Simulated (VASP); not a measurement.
# Be2C (Fm-3m) in VASP: notebook, part 2 of 2

VASP 6.6.1. Earlier steps stand in the parts before.

**3. Single point, PBE**

File INCAR:

```
SYSTEM = Be2C
  PREC = Accurate
  ENCUT = 600
  EDIFF = 1E-6
  ISMEAR = 0
  SIGMA = 0.01
  LREAL = .FALSE.
  LASPH = .TRUE.
  NELM = 120
  ALGO = Normal
  ISIF = 2
  LWAVE = .FALSE.
  LCHARG = .TRUE.
  GGA = PE
  LELF = .TRUE.
  LVHAR = .TRUE.
  NBANDS = 11
  GGA_COMPAT = .FALSE.
```

File KPOINTS:

```
Automatic mesh
0
G
  10 10 10
  0 0 0
```

File POSCAR:

```
Be2C
1.0
    0.0000000000      2.1604856406      2.1604856406
    2.1604856406      0.0000000000      2.1604856406
    2.1604856406      2.1604856406      0.0000000000
C Be
1 2
Direct
    0.0000000000      0.0000000000      0.0000000000
    0.2500000000      0.2500000000      0.2500000000
    0.7500000000      0.7500000000      0.7500000000
```

Potentials or basis: VASP PAW PBE potentials, release 64 (C, Be).

Launch:

```
cat potpaw_PBE.64/C/POTCAR potpaw_PBE.64/Be/POTCAR > POTCAR
mpirun -np 1 vasp_std > vasp.out
```

OUTCAR:

```text
SYSTEM = Be2C
   PREC = Accurate
   ENCUT = 600
   EDIFF = 1E-6
   ISMEAR = 0
   LREAL = .FALSE.
   LASPH = .TRUE.
   NELM = 120
   ISIF = 2
   GGA = PE

 ion  position               nearest neighbor table
   1  0.000  0.000  0.000-   3 1.87   3 1.87   3 1.87   2 1.87   3 1.87   2 1.87   2 1.87   2 1.87

   2  0.250  0.250  0.250-   1 1.87   1 1.87   1 1.87   1 1.87   3 2.16   3 2.16   3 2.16   3 2.16
                             3 2.16   3 2.16
   3  0.750  0.750  0.750-   1 1.87   1 1.87   1 1.87   1 1.87   2 2.16   2 2.16   2 2.16   2 2.16
                             2 2.16   2 2.16

  LATTYP: Found a face centered cubic cell.
 ALAT       =     4.3209712812

  Lattice vectors:

 A1 = (   0.0000000000,   2.1604856406,   2.1604856406)
 A2 = (   2.1604856406,   0.0000000000,   2.1604856406)
 A3 = (   2.1604856406,   2.1604856406,   0.0000000000)

Analysis of symmetry for initial positions (statically):
=====================================================================
 Subroutine PRICEL returns:
 Original cell was already a primitive cell.

 Routine SETGRP: Setting up the symmetry group for a
 face centered cubic supercell.

 Subroutine GETGRP returns: Found 48 space group operations
 (whereof 48 operations were pure point group operations)
 out of a pool of 48 trial point group operations.

The static configuration has the point symmetry O_h .

Analysis of symmetry for dynamics (positions and initial velocities):
=====================================================================
 Subroutine PRICEL returns:
 Original cell was already a primitive cell.

 Routine SETGRP: Setting up the symmetry group for a
 face centered cubic supercell.

 Subroutine GETGRP returns: Found 48 space group operations
 (whereof 48 operations were pure point group operations)
 out of a pool of 48 trial point group operations.

The dynamic configuration has the point symmetry O_h .

 Subroutine INISYM returns: Found 48 space group operations
 (whereof 48 operations are pure point group operations),
 and found     1 'primitive' translations

----------------------------------------------------------------------------------------

                                     Primitive cell

  volume of cell :      20.1690

  direct lattice vectors                    reciprocal lattice vectors
     0.000000000  2.160485641  2.160485641    -0.231429448  0.231429448  0.231429448
     2.160485641  0.000000000  2.160485641     0.231429448 -0.231429448  0.231429448
     2.160485641  2.160485641  0.000000000     0.231429448  0.231429448 -0.231429448

  length of vectors
     3.055388094  3.055388094  3.055388094     0.400847563  0.400847563  0.400847563

  position of ions in fractional coordinates (direct lattice)
     0.000000000  0.000000000  0.000000000
     0.250000000  0.250000000  0.250000000
     0.750000000  0.750000000  0.750000000

  ion indices of the primitive-cell ions
   primitive index   ion index
                 1           1
                 2           2
                 3           3

----------------------------------------------------------------------------------------

 KPOINTS: Automatic mesh

Automatic generation of k-mesh.
[... 47 lines left out ...]
 [... further k-points ...]
   k-points           NKPTS =     47   k-points in BZ     NKDIM =     47   number of bands    NBANDS=     11
   number of dos      NEDOS =    301   number of ions     NIONS =      3
   total plane-waves  NPLWV =  13824
   dimension x,y,z NGX =    24 NGY =   24 NGZ =   24
   dimension x,y,z NGXF=    48 NGYF=   48 NGZF=   48
   ions per type =               1   2
   NGX,Y,Z   is equivalent  to a cutoff of  13.06, 13.06, 13.06 a.u.
   NGXF,Y,Z  is equivalent  to a cutoff of  26.12, 26.12, 26.12 a.u.
 SYSTEM =  Be2C
   PREC   = accura    normal or accurate (medium, high low for compatibility)
   ISTART =      0    job   : 0-new  1-cont  2-samecut
   ICHARG =      2    charge: 1-file 2-atom 10-const
   ISPIN  =      1    spin polarized calculation?
   LNONCOLLINEAR =      F non collinear calculations
   LSORBIT =      F    spin-orbit coupling
   LASPH  =      T    aspherical Exc in radial PAW
   ENCUT  =  600.0 eV  44.10 Ry    6.64 a.u.   6.10  6.10  6.10*2*pi/ulx,y,z
   NELM   =    120;   NELMIN=  2; NELMDL= -5     # of ELM steps
   EDIFF  = 0.1E-05   stopping-criterion for ELM
   LREAL  =      F    real-space projection
   EDIFFG = 0.1E-04   stopping-criterion for IOM
   NSW    =      0    number of steps for IOM
   IBRION =     -1    ionic relax: 0-MD 1-quasi-New 2-CG
   NFREE  =      0    steps in history (QN), initial steepest desc. (CG)
   ISIF   =      2    stress and relaxation
   ISYM   =      2    0-nonsym 1-usesym 2-fastsym
   POTIM  = 0.5000    time-step for ionic-motion
   TEBEG  =    0.0;   TEEND  =   0.0 temperature during run
   PSTRESS=    0.0 pullay stress
   NELECT =       8.0000    total number of electrons
   NUPDOWN=      -1.0000    fix difference up-down
   EMIN   =  10.00;   EMAX   =-10.00  energy-range for DOS
   EFERMI =   0.00;   METHOD = LEGACY
   ISMEAR =     0;   SIGMA  =   0.01  broadening in eV -4-tet -1-fermi 0-gaus
   EFERMI_NEDOS =   21; number of points for ismear=-14 and -15
   IALGO  =     38    algorithm
   IMIX   =      4    mixing-type and parameters
     AMIX     =   0.40;   BMIX     =  1.00
     AMIX_MAG =   1.60;   BMIX_MAG =  1.00
  volume/ion in A,a.u.               =       6.72        45.37
  Fermi-wavevector in a.u.,A,eV,Ry     =   1.202846  2.273050 19.685440  1.446839
  Thomas-Fermi vector in A             =   2.338616
   LORBIT       =      0    0 simple, 1 ext, 2 COOP (PROOUT), +10 PAW based schemes
   GGA     = PE    functional components
   LHFCALC =     F    Hartree Fock is set to
   AEXX    =    0.0000 exact exchange contribution
   IVDW    =     0    specifies the selected vdW correction
   LEPSILON=     F    determine dielectric tensor
   LRPA    =     F    only Hartree local field effects (RPA)
 non-spin polarized calculation
 Gauss-broadening in eV      SIGMA  =   0.01
  energy-cutoff  :      600.00
  volume of cell :       20.17
 maximum number of plane-waves:       692
   NGX = 13   NGY = 13   NGZ = 13

 number of electron       8.0000000 magnetization

 Free energy of the ion-electron system (eV)
  ---------------------------------------------------
  ext. energy  EPLUGINS =         0.00000000
  ---------------------------------------------------
  free energy    TOTEN  =       -17.45633390 eV

  energy without entropy =      -17.45633390  energy(sigma->0) =      -17.45633390

 E-fermi :   7.8245     XC(G=0): -11.4608

 val. band max:        7.7843071607   @ k =   0.0000   0.0000   0.0000
 cond. band min:       8.9444070183   @ k =   0.5000   0.5000   0.0000
 fundamental gap:      1.1600998577
 Fermi energy:         7.8245449222

 k-point     1 :       0.0000    0.0000    0.0000
  band No.  band energies     occupation
      1      -7.2972      2.00000
      2       7.7843      2.00000
      3       7.7843      2.00000
      4       7.7843      2.00000
      5      11.9233      0.00000
      6      11.9233      0.00000
      7      11.9233      0.00000
      8      14.5980      0.00000
      9      20.9980      0.00000
     10      20.9980      0.00000
     11      20.9980      0.00000
[... 309 lines left out ...]
 k-point    24 :       0.4000    0.3000    0.0000
  band No.  band energies     occupation
      1      -4.8091      2.00000
      2       2.2818      2.00000
      3       3.5952      2.00000
      4       3.7450      2.00000
      5      10.5171      0.00000
      6      13.5769      0.00000
      7      18.0994      0.00000
      8      18.2540      0.00000
      9      21.7438      0.00000
     10      24.7745      0.00000
     11      25.4989      0.00000

 [... further k-points ...]

------------------------ aborting loop because EDIFF is reached ----------------------------------------

  FORCE on cell =-STRESS in cart. coord.  units (eV):
  Direction    XX          YY          ZZ          XY          YZ          ZX
  --------------------------------------------------------------------------------------
  -------------------------------------------------------------------------------------
  Total        0.1656099      0.1656099      0.1656099     -0.0000000      0.0000000     -0.0000000
  in kB       13.1556663     13.1556663     13.1556663     -0.0000000      0.0000000     -0.0000000
  external PRESSURE =      13.1556663 kB  Pullay stress =       0.0000000 kB

 VOLUME and BASIS-vectors are now :
 -----------------------------------------------------------------------------
  energy-cutoff  :      600.00
  volume of cell :       20.17
      direct lattice vectors                 reciprocal lattice vectors
     0.000000000  2.160485641  2.160485641    -0.231429448  0.231429448  0.231429448
     2.160485641  0.000000000  2.160485641     0.231429448 -0.231429448  0.231429448
     2.160485641  2.160485641  0.000000000     0.231429448  0.231429448 -0.231429448

 POSITION                                       TOTAL-FORCE (eV/Angst)
 -----------------------------------------------------------------------------------
      0.00000      0.00000      0.00000         0.000000     -0.000000     -0.000000
      1.08024      1.08024      1.08024        -0.000000      0.000000      0.000000
      3.24073      3.24073      3.24073         0.000000     -0.000000     -0.000000
 -----------------------------------------------------------------------------------
    total drift:                               -0.000000     -0.000000     -0.000000

  FREE ENERGIE OF THE ION-ELECTRON SYSTEM (eV)
  ---------------------------------------------------
  free  energy   TOTEN  =       -17.4563339022 eV

  energy  without entropy=      -17.4563339022  energy(sigma->0) =      -17.45633390
```

OSZICAR:

```text
N       E                     dE             d eps       ncg     rms          rms(c)
DAV:   1     0.568275285109E+01    0.56828E+01   -0.41073E+03  1034   0.736E+02
DAV:   2    -0.177223061180E+02   -0.23405E+02   -0.22265E+02  1389   0.132E+02
DAV:   3    -0.185635320396E+02   -0.84123E+00   -0.83799E+00  1392   0.190E+01
DAV:   4    -0.185677204674E+02   -0.41884E-02   -0.41874E-02  1199   0.154E+00
DAV:   5    -0.185677391501E+02   -0.18683E-04   -0.18682E-04  1301   0.907E-02    0.536E+00
DAV:   6    -0.175190307490E+02    0.10487E+01   -0.30903E+00  1073   0.835E+00    0.211E+00
DAV:   7    -0.174655935812E+02    0.53437E-01   -0.18832E-01  1253   0.300E+00    0.127E+00
DAV:   8    -0.174565137805E+02    0.90798E-02   -0.11263E-02  1111   0.121E+00    0.209E-01
DAV:   9    -0.174563328461E+02    0.18093E-03   -0.25916E-04  1306   0.104E-01    0.121E-01
DAV:  10    -0.174563344404E+02   -0.15944E-05   -0.14717E-04  1160   0.834E-02    0.110E-02
DAV:  11    -0.174563340302E+02    0.41020E-06   -0.18525E-05  1220   0.224E-02    0.288E-03
DAV:  12    -0.174563339022E+02    0.12800E-06   -0.75788E-07   634   0.635E-03
   1 F= -.17456334E+02 E0= -.17456334E+02  d E =-.157340E-11
```

stdout:

```text
POSCAR found type information on POSCAR C Be
 POSCAR found :  2 types and       3 ions
 scaLAPACK will be used
 LDA part: xc-table for (Slater+PW92), standard interpolation
 POSCAR, INCAR and KPOINTS ok, starting setup
 FFT: planning ... GRIDC
 FFT: planning ... GRID_SOFT
 FFT: planning ... GRID
 WAVECAR not read
 entering main loop
```

Wall time 10 s (1 thread of Intel Xeon 8259CL, shared host); peak memory 0.14 GiB.

What came out:

```
Free energy            : -17.4563 eV
Pressure               : 1.3 GPa
Band gap on the k mesh : 1.16 eV (least direct gap 4.14 eV)
```
